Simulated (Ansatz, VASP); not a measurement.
## One calculation of Ta, two programs

Contents of POSCAR:

```
Ta
1.0
   -1.5845373410      1.5845373410      1.5845373410
    1.5845373410     -1.5845373410      1.5845373410
    1.5845373410      1.5845373410     -1.5845373410
Ta
1
Direct
    0.0000000000      0.0000000000      0.0000000000
```

Contents of INCAR.step1:

```
PREC = Accurate
ENCUT = 520
ISMEAR = -1
SIGMA = 0.1
LREAL = False
LASPH = True
NELM = 60
NBANDS = 12
GGA = PE
ALGO = Normal
EDIFF = 1E-4
LWAVE = True
LCHARG = False
```

Contents of INCAR.step2:

```
PREC = Accurate
ENCUT = 520
EDIFF = 1E-6
ISMEAR = -1
SIGMA = 0.1
LREAL = False
LASPH = True
NELM = 60
ALGO = Normal
ISIF = 2
LWAVE = False
LCHARG = False
METAGGA = R2SCAN
LMIXTAU = True
NBANDS = 12
ISTART = 1
```

File KPOINTS:

```
regular mesh
0
Gamma
  16 16 16
```

Input for Ansatz:

```yaml
crystal:
  lattice:
    - [-1.584537341, 1.584537341, 1.584537341]
    - [1.584537341, -1.584537341, 1.584537341]
    - [1.584537341, 1.584537341, -1.584537341]
  atoms:
    - { symbol: Ta, position: [0.0, 0.0, 0.0] }
kpoints:
  mp_grid: { grid: [16, 16, 16] }
scf:
  occupations: { method: fermi_dirac, width: 0.1 }
hamiltonian:
  xc: r2scan
  pseudopotentials: { kind: paw }
output:
  forces: true
  stress: true
  eigenvalues: true
  populations: true
```

Change from the starting cell: volume scaled by 0.88, PAW files.

Alike in both runs: task single point; functional r2SCAN; k mesh 16 × 16 × 16; occupations fermi-dirac, width 0.1 eV; no spin polarisation.

|  | VASP | Ansatz |
| --- | --- | --- |
| version | VASP 6.6.1 | Ansatz 0.2.0 |
| potentials or method | VASP PAW PBE potentials, release 64 (Ta_pv) | PAW with Ansatz's default frozen-core files, scalar-relativistic |
| plane-wave cutoff (eV) | 520 | 500 |
| valence electrons in the cell | 11 | 13 |

Ansatz gave:

* pressure (GPa): 32.1

Question: What did VASP give for the same quantities?

Answer: Pressure (GPa): 33.3.

VASP's potentials were made for PBE, not for r2SCAN. Both programs put the cell under a high pressure, so it lies far from rest at this level. VASP's potentials hold 11 valence electrons a cell and Ansatz's 13, so a difference there can come from the potentials and not from the codes.

Spin-orbit coupling is off throughout.
